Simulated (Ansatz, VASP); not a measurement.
## One calculation of AlNi3, two programs

```
CELL_PARAMETERS angstrom
0.11370 2.84252 2.84252
2.84252 0.11370 2.84252
2.84252 2.84252 0.11370
ATOMIC_POSITIONS crystal
Al 0.50000 0.50000 0.50000
Ni 0.25000 0.25000 0.25000
Ni 0.00000 0.00000 0.00000
Ni 0.75000 0.75000 0.75000
```

Alike in both runs: task single point; functional PBE; k mesh 14 × 14 × 14; occupations gaussian, width 0.15 eV; no spin polarisation.

|  | VASP | Ansatz |
| --- | --- | --- |
| version | VASP 6.6.1 | Ansatz 0.2.0 |
| potentials or method | VASP PAW PBE potentials, release 64 (Al, Ni), cutoff 520 eV | scalar-relativistic, plane waves, PAW |
| valence electrons in the cell | 33 | 57 |

```csv
,VASP,Ansatz,Ansatz less VASP
gap on the k mesh at the Fermi level (eV),none,none,-
pressure (GPa),12.0,12.0,+0.05
"traceless stress, the component that is largest in VASP (GPa)",-5.87,-5.93,-0.052
rms of the force components (eV/Å),0.036,0.038,+0.0024
```

Atom by atom the forces differ by 0.002 eV/Å (rms over components). A gap of «none» marks a metal or a gap that the smearing closes. VASP's potentials hold 33 valence electrons a cell and Ansatz's 57, so a difference there can come from the potentials and not from the codes.
